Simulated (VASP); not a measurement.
# W9C8 in VASP: further runs

Runs on W9C8. Level: LDA. Tasks: single point.

Everything below comes from runs of VASP 6.6.1. Logs are shortened: lines on timing, memory, paths and dates and some standing lists are left out, and cuts for length are marked.

## (1) The cell of the first run

The cell holds a slab with vacuum, 17 atoms: a = 5.693 Å, b = 5.693 Å, c = 17.193 Å, α = 90.00°, β = 90.00°, γ = 120.00°.

## (2) Single point, LDA

INCAR

```
SYSTEM = W9C8
ALGO     = Normal         ! electronic algorithm
EDIFF    = 1E-7           ! SCF threshold, eV
ENCUT    = 520            ! plane-wave cutoff, eV
ISIF     = 2              ! what is computed and relaxed
ISMEAR   = -1             ! smearing method
LASPH    = .True.         ! aspherical terms in the spheres
LCHARG   = .False.        ! write CHGCAR
LREAL    = Auto         
LWAVE    = .False.        ! write WAVECAR
NBANDS   = 93             ! bands
NELM     = 100            ! most SCF steps
PREC     = Accurate       ! precision mode
SIGMA    = 0.05           ! smearing width, eV
```

KPOINTS

```
k-points
0
Gamma
  3 3 1
  0 0 0
```

POSCAR

```
W9C8
1.0
    5.6929600000      0.0000000000      0.0000000000
   -2.8464800000      4.9302480000      0.0000000000
    0.0000000000      0.0000000000     17.1931300000
W C
9 8
Direct
    0.0000000000      0.0000000000      0.0581627662
   -0.0048372095      0.0075046935      0.2219607483
    0.0000045923      0.4999951321      0.0581627662
   -0.0271227348      0.5017394662      0.2317320930
    0.5000035131      0.0000000000      0.0581627662
    0.4968318472      0.0171593802      0.2165981412
    0.4999905398      0.4999951321      0.0581627662
    0.4626024169      0.4821664143      0.2152371325
    0.5148292179      0.4776433153      0.3604811922
    0.3133501715      0.1723848374      0.1354959801
    0.3070677193      0.1466457671      0.3011784358
    0.3126781449      0.6696214876      0.1331985508
    0.3472500933      0.6574719974      0.3036794348
    0.8012432237      0.1312307211      0.1408120569
    0.8197225951      0.1670301372      0.2906160775
    0.8371702639      0.6646724465      0.1306975519
    0.8150432324      0.6833733313      0.2992357994
```

Potentials or basis: VASP PAW LDA potentials, release 64 (W_sv, C).

Launch:

```bash
cat potpaw_LDA.64/W_sv/POTCAR potpaw_LDA.64/C/POTCAR > POTCAR
mpirun -np 1 vasp_std > vasp.out
```

OUTCAR:

```text
SYSTEM = W9C8
   EDIFF = 1E-7
   ENCUT = 520
   ISIF = 2
   ISMEAR = -1
   LASPH = .True.
   LREAL = Auto
   NELM = 100
   PREC = Accurate

 ion  position               nearest neighbor table
   1  0.000  0.000  0.058-  10 2.04  16 2.07  14 2.17   2 2.82   3 2.85   7 2.85   5 2.85   5 2.85
                             7 2.85   3 2.85
   2  0.995  0.008  0.222-  15 2.03  11 2.06  17 2.08  14 2.11  10 2.16  16 2.31   8 2.68   1 2.82
                             4 2.82   6 2.83   6 2.87   4 2.88   8 3.01
   3  0.000  0.500  0.058-  12 2.01  16 2.04  14 2.31   7 2.85   1 2.85   5 2.85   5 2.85   1 2.85
                             7 2.85   4 2.99
   4  0.973  0.502  0.232-  15 1.94  17 2.04  13 2.23  16 2.28  12 2.38  14 2.41   6 2.75   2 2.82
                             8 2.86   8 2.86   2 2.88   6 2.97   3 2.99   9 3.37
   5  0.500  0.000  0.058-  14 2.06  12 2.08  10 2.21   6 2.73   1 2.85   3 2.85   7 2.85   7 2.85
                             3 2.85   1 2.85
   6  0.497  0.017  0.217-  14 2.00  15 2.04  11 2.15  10 2.18  12 2.24  13 2.33   5 2.73   4 2.75
                             8 2.75   2 2.83   2 2.87   8 2.95   4 2.97
   7  0.500  0.500  0.058-  16 2.08  10 2.10  12 2.18   8 2.71   3 2.85   1 2.85   5 2.85   5 2.85
                             1 2.85   3 2.85
   8  0.463  0.482  0.215-  10 2.05  13 2.10  12 2.18  11 2.22  17 2.26  16 2.35   9 2.52   2 2.68
                             7 2.71   6 2.75   4 2.86   4 2.86   6 2.95   2 3.01
   9  0.515  0.478  0.360-  17 1.84  11 1.94  13 1.97   8 2.52   4 3.37
  10  0.313  0.172  0.135-   1 2.04   8 2.05   7 2.10   2 2.16   6 2.18   5 2.21
  11  0.307  0.147  0.301-   9 1.94   2 2.06   6 2.15   8 2.22
  12  0.313  0.670  0.133-   3 2.01   5 2.08   7 2.18   8 2.18   6 2.24   4 2.38
  13  0.347  0.657  0.304-   9 1.97   8 2.10   4 2.23   6 2.33
  14  0.801  0.131  0.141-   6 2.00   5 2.06   2 2.11   1 2.17   3 2.31   4 2.41
  15  0.820  0.167  0.291-   4 1.94   2 2.03   6 2.04
  16  0.837  0.665  0.131-   3 2.04   1 2.07   7 2.08   4 2.28   2 2.31   8 2.35
  17  0.815  0.683  0.299-   9 1.84   4 2.04   2 2.08   8 2.26

  LATTYP: Found a hexagonal cell.
 ALAT       =     5.6929600000
 C/A-ratio  =     3.0200686462

  Lattice vectors:

 A1 = (   5.6929600000,   0.0000000000,   0.0000000000)
 A2 = (  -2.8464800000,   4.9302480000,   0.0000000000)
 A3 = (   0.0000000000,   0.0000000000,  17.1931300000)

Analysis of symmetry for initial positions (statically):
=====================================================================
 Subroutine PRICEL returns:
 Original cell was already a primitive cell.

 Routine SETGRP: Setting up the symmetry group for a
 hexagonal supercell.

 Subroutine GETGRP returns: Found  1 space group operations
 (whereof  1 operations were pure point group operations)
 out of a pool of 24 trial point group operations.

The static configuration has the point symmetry C_1 .

[... 133 lines left out ...]
   NELECT =     158.0000    total number of electrons
   NUPDOWN=      -1.0000    fix difference up-down
   EMIN   =  10.00;   EMAX   =-10.00  energy-range for DOS
   EFERMI =   0.00;   METHOD = LEGACY
   ISMEAR =    -1;   SIGMA  =   0.05  broadening in eV -4-tet -1-fermi 0-gaus
   EFERMI_NEDOS =   21; number of points for ismear=-14 and -15
   IALGO  =     38    algorithm
   IMIX   =      4    mixing-type and parameters
     AMIX     =   0.40;   BMIX     =  1.00
     AMIX_MAG =   1.60;   BMIX_MAG =  1.00
  volume/ion in A,a.u.               =      28.39       191.56
  Fermi-wavevector in a.u.,A,eV,Ry     =   1.128340  2.132253 17.322267  1.273151
  Thomas-Fermi vector in A             =   2.265029
   LORBIT       =      0    0 simple, 1 ext, 2 COOP (PROOUT), +10 PAW based schemes
   GGA     = CA    functional components
   LHFCALC =     F    Hartree Fock is set to
   AEXX    =    0.0000 exact exchange contribution
   IVDW    =     0    specifies the selected vdW correction
   LEPSILON=     F    determine dielectric tensor
   LRPA    =     F    only Hartree local field effects (RPA)
 non-spin polarized calculation
  energy-cutoff  :      520.00
  volume of cell :      482.57
 maximum number of plane-waves:     12987
 NGX is ok and might be reduce to    42
   NGX = 21   NGY = 21   NGZ = 63

 number of electron     158.0000001 magnetization

 Free energy of the ion-electron system (eV)
  ---------------------------------------------------
  ext. energy  EPLUGINS =         0.00000000
  ---------------------------------------------------
  free energy    TOTEN  =      -191.11946170 eV

  energy without entropy =     -191.06501038  energy(sigma->0) =     -191.09223604

 E-fermi :   1.6546     XC(G=0):  -6.5377

 val. band max:        1.5880845406   @ k =   0.0000   0.0000   0.0000
 cond. band min:       1.6860846352   @ k =   0.0000   0.0000   0.0000
 fundamental gap:      0.0980000946
 Fermi energy:         1.6546299875

 k-point     1 :       0.0000    0.0000    0.0000
  band No.  band energies     occupation
      1     -72.4976      2.00000
      2     -72.0368      2.00000
      3     -71.9796      2.00000
      4     -71.8405      2.00000
      5     -71.8077      2.00000
      6     -71.7798      2.00000
[... 459 lines left out ...]
     90       3.7738      0.00000
     91       4.0837      0.00000
 [bands above 91 left out]

------------------------ aborting loop because EDIFF is reached ----------------------------------------

  FORCE on cell =-STRESS in cart. coord.  units (eV):
  Direction    XX          YY          ZZ          XY          YZ          ZX
  --------------------------------------------------------------------------------------
  -------------------------------------------------------------------------------------
  Total       10.9263671      8.3642090      8.3523608      3.6114679      2.5439060      0.5053287
  in kB       36.2764288     27.7698550     27.7305181     11.9903676      8.4459751      1.6777324
  external PRESSURE =      30.5922673 kB  Pullay stress =       0.0000000 kB

 VOLUME and BASIS-vectors are now :
 -----------------------------------------------------------------------------
  energy-cutoff  :      520.00
  volume of cell :      482.57
      direct lattice vectors                 reciprocal lattice vectors
     5.692960000  0.000000000  0.000000000     0.175655546  0.101414777  0.000000000
    -2.846480000  4.930248000  0.000000000     0.000000000  0.202829553  0.000000000
     0.000000000  0.000000000 17.193130000     0.000000000  0.000000000  0.058162766

 POSITION                                       TOTAL-FORCE (eV/Angst)
 -----------------------------------------------------------------------------------
      0.00000      0.00000      1.00000        -0.947926     -0.132006     -0.450552
      5.64406      0.03700      3.81620        -1.566118     -2.068633      0.459881
     -1.42320      2.46510      1.00000        -0.705439     -0.643149     -0.082556
      4.11036      2.47370      3.98420         2.664446      0.159833     -1.413775
      2.84650      0.00000      1.00000        -0.555945      0.080943     -0.748869
      2.77960      0.08460      3.72400        -0.554123     -3.995843      2.813271
[... 9 lines left out ...]
      2.87400      3.27700      2.24710        -1.208152     -0.244070      1.549717
      2.69480      3.36920      5.14480         0.376780      0.228208     -0.756449
 -----------------------------------------------------------------------------------
    total drift:                                0.004970      0.000538     -0.004285

  FREE ENERGIE OF THE ION-ELECTRON SYSTEM (eV)
  ---------------------------------------------------
  free  energy   TOTEN  =      -191.1194617031 eV

  energy  without entropy=     -191.0650103847  energy(sigma->0) =     -191.09223604
```

stdout:

```text
POSCAR found type information on POSCAR W C
 POSCAR found :  2 types and      17 ions
 scaLAPACK will be used
 LDA part: xc-table for (Slater(with rela. corr.)+CA(PZ))
 , standard interpolation
 POSCAR, INCAR and KPOINTS ok, starting setup
 FFT: planning ... GRIDC
 FFT: planning ... GRID_SOFT
 FFT: planning ... GRID
 WAVECAR not read
 entering main loop
```

Wall time 11 min (1 thread of Intel Xeon Platinum 8488C (Sapphire Rapids), shared host); peak memory 0.43 GiB.

What came out:

| Property | Result |
| --- | --- |
| Free energy | -191.1195 eV |
| Largest force | 4.918 eV/Å |
| Band gap on the k mesh | zero (bands 79 and 80 overlap by 0.58 eV) |

Forces in eV/Å, atoms in the order of the input:
```
W   -0.948 -0.132 -0.451
W   -1.566 -2.069  0.460
W   -0.705 -0.643 -0.083
W    2.664  0.160 -1.414
W   -0.556  0.081 -0.749
W   -0.554 -3.996  2.813
W   -0.748  0.154 -1.079
W    1.975  3.199  0.052
W   -1.909 -0.200  1.349
C    1.317 -0.732 -0.898
C    0.593  1.760 -0.391
C    1.068 -0.328  1.211
C   -1.073  0.147 -0.085
C    1.228  2.520 -2.188
C    0.044  0.094  0.658
C   -1.208 -0.244  1.550
C    0.377  0.228 -0.756
```

Levels at points of the mesh, in eV from the Fermi level:
```tsv
k point	band 77	band 78	band 79	band 80	band 81	band 82
(0.00, 0.00, 0.00)	0.03	0.10	0.48	0.59	0.64	0.91
```

Caveat: the k points lie up to 0.42 Å⁻¹ apart, too coarse for converged energies and pressures of a metal; there is no dipole correction, which matters where the two faces differ; spin-orbit coupling is left out, which moves the levels of the heavy elements.

## (3) Single point, LDA

INCAR

```
SYSTEM = W9C8
PREC = Accurate ; ENCUT = 520
EDIFF = 1E-6 ; ISMEAR = -1
SIGMA = 0.05 ; LREAL = Auto
LASPH = .True. ; NELM = 100
ALGO = Normal ; ISIF = 2
LWAVE = .False. ; LCHARG = .False.
NBANDS = 93
```

KPOINTS

```
regular mesh
0
Gamma
  3 3 1
  0 0 0
```

POSCAR

```
W9C8
1.0
    5.6929600000      0.0000000000      0.0000000000
   -2.8464800000      4.9302480000      0.0000000000
    0.0000000000      0.0000000000     17.1931300000
W C
9 8
Direct
    0.0000000000      0.0000000000      0.0581627662
   -0.0296428420      0.0010344307      0.2208440232
    0.0000045923      0.4999951321      0.0581627662
   -0.0238965360      0.5059786039      0.2342738059
    0.5000035131      0.0000000000      0.0581627662
    0.4799596022     -0.0061863014      0.2182150661
    0.4999905398      0.4999951321      0.0581627662
    0.4661248786      0.5001371128      0.2148299931
    0.5149317230      0.4643579796      0.3626506634
    0.3367254514      0.1675980600      0.1336522204
    0.3056035807      0.1791999104      0.2890631316
    0.3235802577      0.6787082516      0.1308429588
    0.3189231977      0.6508800369      0.3046449367
    0.8555102913      0.1996451294      0.1405445082
    0.7854517275      0.1493231172      0.2905928124
    0.8184349312      0.6802497562      0.1386425857
    0.7747590715      0.6899652918      0.2968453097
```

Potentials or basis: VASP PAW LDA potentials, release 64 (W_sv, C).

Launch:

```bash
cat potpaw_LDA.64/W_sv/POTCAR potpaw_LDA.64/C/POTCAR > POTCAR
mpirun -np 1 vasp_std > vasp.out
```

Run time: 10 min. Hardware: 1 thread of Intel Xeon Platinum 8488C (Sapphire Rapids), shared host; peak memory 0.44 GiB.

It converged, with:

```yaml
Free_energy: -191.4017 eV
Largest_force: 2.675 eV/Å
Band_gap_on_the_k_mesh: zero (bands 79 and 80 overlap by 0.53 eV)
```

Forces on the atoms (eV/Å):
```
W   -0.553  0.394  0.156
W    1.624  0.702  0.238
W   -1.238  0.453  0.506
W    0.321 -0.967 -1.132
W   -0.067  0.987 -0.754
W   -0.785  0.482  1.446
W   -0.194  0.406 -1.036
W    0.940  0.277 -1.395
W   -2.312 -1.190  0.630
C   -1.038  0.155 -0.200
C    0.447 -0.063  1.579
C    0.663 -0.869  0.992
C    0.452 -0.204  0.209
C   -1.389 -1.320 -0.983
C    0.134  0.889  0.909
C    0.934 -0.929 -0.831
C    2.059  0.798 -0.337
```

Levels at points of the mesh, in eV from the Fermi level:
| k point | band 76 | band 77 | band 78 | band 79 | band 80 | band 81 | band 82 | band 83 |
| --- | --- | --- | --- | --- | --- | --- | --- | --- |
| (0.00, 0.00, 0.00) | -0.22 | -0.10 | 0.14 | 0.49 | 0.53 | 0.61 | 0.68 | 0.84 |

Caveat: the k points lie up to 0.42 Å⁻¹ apart, too coarse for converged energies and pressures of a metal; there is no dipole correction, which matters where the two faces differ; spin-orbit coupling is left out, which moves the levels of the heavy elements.

(Continued in part 2 of 2.)

The gap in the log of VASP goes by the Fermi energy; the results here count the filled bands.